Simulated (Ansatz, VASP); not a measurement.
LiF: VASP beside Ansatz

```xyz
2
Lattice="2.4572 0.0000 0.0000 0.0000 2.4572 0.0000 0.0000 0.0000 2.5595" Properties=species:S:1:pos:R:3 pbc="T T T"
Li    0.0000    0.0000    0.0000
F     1.2286    1.2286    1.2798
```

Change from the starting cell: strain -0.040 along x and y, +0.000 along z, atoms carried along.

Alike in both runs: task single point; functional PBE; k mesh 10 × 10 × 10; occupations gaussian, width 0.05 eV; no spin polarisation.

```csv
,VASP,Ansatz
version,VASP 6.6.1,Ansatz 0.2.0
potentials or method,"VASP PAW PBE potentials, release 64 (Li_sv, F), cutoff 520 eV","scalar-relativistic, plane waves, PAW"
valence electrons in the cell,10,10
```

```tsv
	VASP	Ansatz	Ansatz less VASP
gap on the k mesh at the Fermi level (eV)	8.08	8.07	-0.012
least direct gap on the mesh (eV)	8.78	8.77	-0.014
```

Noted on VASP's run: the cutoff is short for stress, so the pressure is rough.
